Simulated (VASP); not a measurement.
# Te2Mo (P-1) in VASP: a series of runs, part 2 of 2

VASP 6.6.1. Earlier steps stand in the parts before.

**3. Single point, r2SCAN (the part above a cut slid along it)**

Input file POSCAR:

```
Te2Mo
1.0
   -3.5635452172      0.0000000000      0.0000000000
   -1.7817726086     -3.0861206856      0.0000000000
   -0.7127090434      0.0000000000     14.7262210532
Te Mo
4 2
Direct
    0.2076365423      0.3333333333      0.6284839550
    0.6409698757      0.6666666667      0.1284839550
    0.1590301243      0.3333333333      0.8715160450
    0.5923634577      0.6666666667      0.3715160450
    0.2833333333      0.3333333333      0.2500000000
    0.5166666667      0.6666666667      0.7500000000
```

Input file INCAR.step1:

```
PREC = Accurate ; ENCUT = 550
ISMEAR = 0 ; SIGMA = 0.05
LREAL = False ; LASPH = True
NELM = 120 ; NBANDS = 35
GGA = PE ; ALGO = Normal
EDIFF = 1E-5 ; LWAVE = True
LCHARG = False ; GGA_COMPAT = False
```

Input file INCAR.step2:

```
PREC = Accurate ; ENCUT = 550
EDIFF = 1E-6 ; ISMEAR = 0
SIGMA = 0.05 ; LREAL = False
LASPH = True ; NELM = 120
ALGO = Normal ; ISIF = 2
LWAVE = False ; LCHARG = True
METAGGA = R2SCAN ; LMIXTAU = True
LELF = True ; LVHAR = True
NBANDS = 35 ; ISTART = 1
GGA_COMPAT = False
```

Input file KPOINTS:

```
Automatic mesh
0
Gamma
  9 9 2
```

Potentials or basis: VASP PAW PBE potentials, release 64 (Te, Mo_sv).

Command:

```
$ cat potpaw_PBE.64/Te/POTCAR potpaw_PBE.64/Mo_sv/POTCAR > POTCAR
$ cp INCAR.step1 INCAR
$ mpirun -np 1 vasp_std > vasp.out
$ cp INCAR.step2 INCAR
$ mpirun -np 1 vasp_std > vasp.out
```

OUTCAR:

```text
PREC = Accurate
   ENCUT = 550
   EDIFF = 1E-6
   ISMEAR = 0
   LREAL = False
   LASPH = True
   NELM = 120
   ISIF = 2
   METAGGA = R2SCAN
   ISTART = 1

 ion  position               nearest neighbor table
   1  0.208  0.333  0.628-   6 2.73   6 2.73   6 2.73   3 3.58
   2  0.641  0.667  0.128-   5 2.73   5 2.73   5 2.73   4 3.58
   3  0.159  0.333  0.872-   6 2.73   6 2.73   6 2.73   1 3.58
   4  0.592  0.667  0.372-   5 2.73   5 2.73   5 2.73   2 3.58
   5  0.283  0.333  0.250-   2 2.73   4 2.73   2 2.73   4 2.73   4 2.73   2 2.73
   6  0.517  0.667  0.750-   1 2.73   3 2.73   3 2.73   1 2.73   1 2.73   3 2.73

  LATTYP: Found a base centered monoclinic cell.
 ALAT       =     3.5635452172
 B/A-ratio  =     1.7320508076
 C/A-ratio  =     4.1373005411
 COS(beta)  =    -0.0483406990

  Lattice vectors:

 A1 = (   1.7817726086,  -3.0861206856,   0.0000000000)
 A2 = (   1.7817726086,   3.0861206856,   0.0000000000)
 A3 = (  -0.7127090434,   0.0000000000,  14.7262210532)

Analysis of symmetry for initial positions (statically):
=====================================================================
 Subroutine PRICEL returns:
 Original cell was already a primitive cell.

 Routine SETGRP: Setting up the symmetry group for a
 base centered monoclinic supercell.

 Subroutine GETGRP returns: Found  2 space group operations
 (whereof  1 operations were pure point group operations)
 out of a pool of  4 trial point group operations.

The static configuration has the point symmetry C_1 .
 The point group associated with its full space group is S_2 .

Analysis of symmetry for dynamics (positions and initial velocities):
=====================================================================
 Subroutine PRICEL returns:
 Original cell was already a primitive cell.

 Routine SETGRP: Setting up the symmetry group for a
 base centered monoclinic supercell.

[... 127 lines left out ...]
   EFERMI =   0.00;   METHOD = LEGACY
   ISMEAR =     0;   SIGMA  =   0.05  broadening in eV -4-tet -1-fermi 0-gaus
   EFERMI_NEDOS =   21; number of points for ismear=-14 and -15
   IALGO  =     38    algorithm
   IMIX   =      4    mixing-type and parameters
     AMIX     =   0.40;   BMIX     =  1.00
     AMIX_MAG =   1.60;   BMIX_MAG =  1.00
  volume/ion in A,a.u.               =      26.99       182.15
  Fermi-wavevector in a.u.,A,eV,Ry     =   1.121021  2.118423 17.098282  1.256688
  Thomas-Fermi vector in A             =   2.257672
   LORBIT       =      0    0 simple, 1 ext, 2 COOP (PROOUT), +10 PAW based schemes
   METAGGA = R2SCAN    functional components
   LHFCALC =     F    Hartree Fock is set to
   AEXX    =    0.0000 exact exchange contribution
   IVDW    =     0    specifies the selected vdW correction
   LEPSILON=     F    determine dielectric tensor
   LRPA    =     F    only Hartree local field effects (RPA)
 non-spin polarized calculation
 Gauss-broadening in eV      SIGMA  =   0.05
  energy-cutoff  :      550.00
  volume of cell :      161.95
 maximum number of plane-waves:      4771
   NGX = 13   NGY = 13   NGZ = 57

 number of electron      51.9999998 magnetization

 Free energy of the ion-electron system (eV)
  ---------------------------------------------------
  ext. energy  EPLUGINS =         0.00000000
  ---------------------------------------------------
  free energy    TOTEN  =      -155.64517459 eV

  energy without entropy =     -155.64517459  energy(sigma->0) =     -155.64517459

 E-fermi :   7.3882     XC(G=0): -10.5216

 val. band max:        6.9792485624   @ k =   0.0000   0.0000   0.0000
 cond. band min:       8.0209342967   @ k =  -0.3333   0.3333   0.0000
 fundamental gap:      1.0416857343
 Fermi energy:         7.3881817705

 k-point     1 :       0.0000    0.0000    0.0000
  band No.  band energies     occupation
      1     -55.7310      2.00000
      2     -55.7310      2.00000
      3     -29.1500      2.00000
      4     -29.1500      2.00000
      5     -29.0619      2.00000
      6     -29.0619      2.00000
[... 901 lines left out ...]
     34      10.5549      0.00000
     35      13.5624      0.00000

 [... further k-points ...]
[... 5 lines left out ...]
  --------------------------------------------------------------------------------------
  -------------------------------------------------------------------------------------
  Total        0.0777772      0.1267727      0.3896044     -0.0356056     -0.1105048      0.2384978
  in kB        0.7694426      1.2541512      3.8543215     -0.3522431     -1.0932140      2.3594376
  external PRESSURE =       1.9593051 kB  Pullay stress =       0.0000000 kB

 VOLUME and BASIS-vectors are now :
 -----------------------------------------------------------------------------
  energy-cutoff  :      550.00
  volume of cell :      161.95
      direct lattice vectors                 reciprocal lattice vectors
    -3.563545217  0.000000000  0.000000000    -0.280619422  0.162015699 -0.013581217
    -1.781772609 -3.086120686  0.000000000     0.000000000 -0.324031398  0.000000000
    -0.712709043  0.000000000 14.726221053     0.000000000  0.000000000  0.067906084

 POSITION                                       TOTAL-FORCE (eV/Angst)
 -----------------------------------------------------------------------------------
     -1.78177     -1.02871      9.25519         0.002745      0.000008     -0.027581
     -3.56355     -2.05741      1.89208         0.035535     -0.019787      0.016382
     -1.78177     -1.02871     12.83414        -0.035535      0.019787     -0.016382
     -3.56355     -2.05741      5.47103        -0.002745     -0.000008      0.027581
     -1.78177     -1.02871      3.68156         0.018855     -0.005094      0.004571
     -3.56355     -2.05741     11.04467        -0.018855      0.005094     -0.004571
 -----------------------------------------------------------------------------------
    total drift:                               -0.000003      0.000007      0.000000

  FREE ENERGIE OF THE ION-ELECTRON SYSTEM (eV)
  ---------------------------------------------------
  free  energy   TOTEN  =      -155.6451745878 eV

  energy  without entropy=     -155.6451745878  energy(sigma->0) =     -155.64517459
```

OUTCAR.step1:

```text
PREC = Accurate
   ENCUT = 550
   ISMEAR = 0
   LREAL = False
   LASPH = True
[... 1152 lines left out ...]
     -1.78177     -1.02871     12.83414        -0.026825      0.013641      0.178900
     -3.56355     -2.05741      5.47103        -0.002534      0.000071      0.218528
     -1.78177     -1.02871      3.68156         0.017598     -0.005337      0.003621
     -3.56355     -2.05741     11.04467        -0.017598      0.005337     -0.003621
 -----------------------------------------------------------------------------------
    total drift:                               -0.000003      0.000007      0.000000

  FREE ENERGIE OF THE ION-ELECTRON SYSTEM (eV)
  ---------------------------------------------------
  free  energy   TOTEN  =       -36.0450952359 eV

  energy  without entropy=      -36.0450952359  energy(sigma->0) =      -36.04509524
```

Wall time 56 min (1 thread of Oxide Virtual Turin-like, shared host); peak memory 0.58 GiB.

What came out:

| Item | Value |
| --- | --- |
| Free energy | -155.6452 eV |
| Pressure | 0.2 GPa |
| Largest force | 0.044 eV/Å |
| Band gap on the k mesh | 1.04 eV (least direct gap 1.07 eV) |

Forces in eV/Å, atoms in the order of the input:
```
Te   0.003  0.000 -0.028
Te   0.036 -0.020  0.016
Te  -0.036  0.020 -0.016
Te  -0.003  0.000  0.028
Mo   0.019 -0.005  0.005
Mo  -0.019  0.005 -0.005
```

Caveat: the cell differs from its parent crystal (the part above a cut slid along it); the PAW data sets were made with another functional, which shifts forces and pressure a little; spin-orbit coupling is left out, which moves the levels of the heavy elements. A k mesh can miss the band edges.
